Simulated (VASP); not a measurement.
Runs of VASP 6.6.1 on Si. The cell holds an amorphous packing of atoms, 20 atoms: a = 7.285 Å, b = 7.472 Å, c = 7.157 Å, α = 90.92°, β = 93.86°, γ = 89.77°. 

| smearing | gap on the mesh (eV) | pressure (GPa) | largest force (eV/Å) |
| --- | --- | --- | --- |
| fermi-dirac 0.218 eV | 0.29 | (a) | 4.26 |
| fermi-dirac 0.05 eV | 0.54 | 1.0 | 1.30 |
| fermi-dirac 0.1568 eV | 0.23 | -1.8 | 2.28 |
| fermi-dirac 0.087 eV | 0.27 | 1.3 | (b) |

Alike in all rows: task single point; level PBE; potentials or basis VASP PAW PBE potentials, release 64 (Si); no spin polarisation; cell as given; k mesh 1 × 1 × 1, shifted; cutoff (eV) 520.

Fill in the values left out.

(a) -1.6; (b) 2.60.

Caveats: all runs use coarse meshes.

A k mesh can miss the band edges.
